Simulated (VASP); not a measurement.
Al2O3, 5 atoms in the cell. The structure is trigonal, space group P-3m1 (No. 164). The conventional cell has a = 2.840 Å, b = 2.840 Å, c = 8.554 Å, α = 90.00°, β = 90.00°, γ = 120.00°. Al (site symmetry 3m) has 4 O at 1.77 to 1.90 Å within 2.4 Å. O (site symmetry 3m) has 3 Al at 1.77 Å within 2.4 Å. O (site symmetry -3m) has 2 Al at 1.90 Å within 2.5 Å.  This cell differs from its parent crystal: ratio of the length along z to the lengths across it x 1.2, volume and fractional coordinates fixed.

```yaml
Program: VASP 6.6.1
Task: single point
Functional: LDA
Potentials_or_basis: VASP PAW LDA potentials, release 64 (Al, O)
Cutoff: 520 eV
k_mesh: 12 × 12 × 4
Occupations: gaussian, width 0.05 eV
Spin: no spin polarisation
Dipole_correction: no
Further_INCAR_settings: ALGO = Normal; EDIFF = 1e-06; NBANDS = 20
```

Potentials or basis: VASP PAW LDA potentials, release 64 (Al, O).

Run with:

```sh
$ cat potpaw_LDA.64/Al/POTCAR potpaw_LDA.64/O/POTCAR > POTCAR
$ mpirun -np 1 vasp_std > vasp.out
```

Hardware: 1 thread of AMD EPYC 9R45 96-Core Processor (Zen 5) (shared host).

Task: Estimate the wall time of this run.

Result: Run time: 42 s on 1 thread of AMD EPYC 9R45 96-Core Processor (Zen 5), with other jobs on the host, peak memory 0.16 GiB. Counts: scf iterations 15, k points 69.
